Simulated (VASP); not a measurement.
Pt, 2 atoms in the cell. Symmetry: P6_3/mmc, No. 194, hexagonal system. The conventional cell has a = 2.761 Å, b = 2.761 Å, c = 4.792 Å, α = 90.00°, β = 90.00°, γ = 120.00°. Pt (site symmetry -6m2) has 12 Pt at 2.76 to 2.88 Å within 3.6 Å. This isn't the form of Pt at room conditions, which is fcc.

| Quantity | Value |
| --- | --- |
| Program | VASP 6.6.1 |
| Task | relaxation of cell and atoms |
| Functional | PBEsol |
| Potentials or basis | VASP PAW PBE potentials, release 64 (Pt) |
| Cutoff | 600 eV |
| k mesh | 11 × 11 × 6 |
| Occupations | fermi-dirac, width 0.05 eV |
| Spin | no spin polarisation |
| Target pressure | 2 GPa |
| Dipole correction | no |
| Further INCAR settings | ALGO = Fast; EDIFF = 1e-06; IBRION = 2; EDIFFG = -0.01; NSW = 60; ISIF = 3 |

Potentials or basis: VASP PAW PBE potentials, release 64 (Pt).

Run with:

```console
$ cat potpaw_PBE.64/Pt/POTCAR > POTCAR
$ mpirun -np 1 vasp_std > vasp.out
```

Hardware: 1 thread of Intel(R) Xeon(R) Platinum 8488C (Sapphire Rapids) (shared host).

Estimate the wall time of this run.

It took 88 s on 1 thread of Intel(R) Xeon(R) Platinum 8488C (Sapphire Rapids) (shared host), peak memory 0.18 GiB. Counts: scf iterations 63, k points 64, ion steps 9.
